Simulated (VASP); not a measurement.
Set up this calculation in VASP 6.6.1, as the native input.

```
Task                   : relaxation of cell and atoms
Functional             : PBE
Potentials or basis    : VASP PAW PBE potentials, release 64 (Nb_sv, In_d, Se)
Cutoff                 : 600 eV
k mesh                 : 12 × 12 × 8
Occupations            : gaussian, width 0.1 eV
Spin                   : no spin polarisation
Dipole correction      : no
Further INCAR settings : ALGO = Normal; EDIFF = 1e-06; IBRION = 2; EDIFFG = -0.01; NSW = 100; ISIF = 3
```

The structure of Nb2InSe lies in POSCAR:

```
Nb2InSe
1.0
    4.9025521182      0.0000000000      0.0000000000
   -2.4512760591      4.2457346778      0.0000000000
    0.0000000000      0.0000000000      5.4244568705
Nb In Se
2 1 1
Direct
    0.3333333333      0.6666666667      0.0000000000
    0.6666666667      0.3333333333      0.0000000000
    0.0000000000      0.0000000000      0.0000000000
    0.0000000000      0.0000000000      0.5000000000
```

The cell was generated, and may not be a known phase.

These files were run (other wordings do the same):

INCAR

```
PREC = Accurate
ENCUT = 600
EDIFF = 1E-6
ISMEAR = 0
SIGMA = 0.1
LREAL = F
LASPH = T
NELM = 60
ALGO = Normal
ISIF = 3
LWAVE = F
LCHARG = F
GGA = PE
IBRION = 2
NSW = 100
EDIFFG = -0.01
```

KPOINTS

```
regular mesh
0
Gamma
  12 12 8
```

Potentials or basis: VASP PAW PBE potentials, release 64 (Nb_sv, In_d, Se).

Launch:

```bash
$ cat potpaw_PBE.64/Nb_sv/POTCAR potpaw_PBE.64/In_d/POTCAR potpaw_PBE.64/Se/POTCAR > POTCAR
$ mpirun -np 1 vasp_std > vasp.out
```

It gave:

```yaml
Relaxed_volume: 28.19 Å³/atom
Relaxed_cell: a = 4.897 Å, b = 4.897 Å, c = 5.431 Å, α = 90.00°, β = 90.00°, γ = 120.00°
Space_group_after_relaxing_to_0.1_Å: P6/mmm (No. 191)
Energy_gained_by_relaxing: 0.1 meV/atom
Ionic_steps: 8
Pressure_after_relaxing: 0.0 GPa
Band_gap_on_the_k_mesh: zero (an odd number of electrons rules out a gap without spin polarisation)
```

Caveat: spin-orbit coupling is left out, which moves the levels of the heavy elements.

Wall time 16 min on 1 thread of Intel(R) Xeon(R) Platinum 8488C (Sapphire Rapids), with other jobs on the host, peak memory 0.54 GiB.
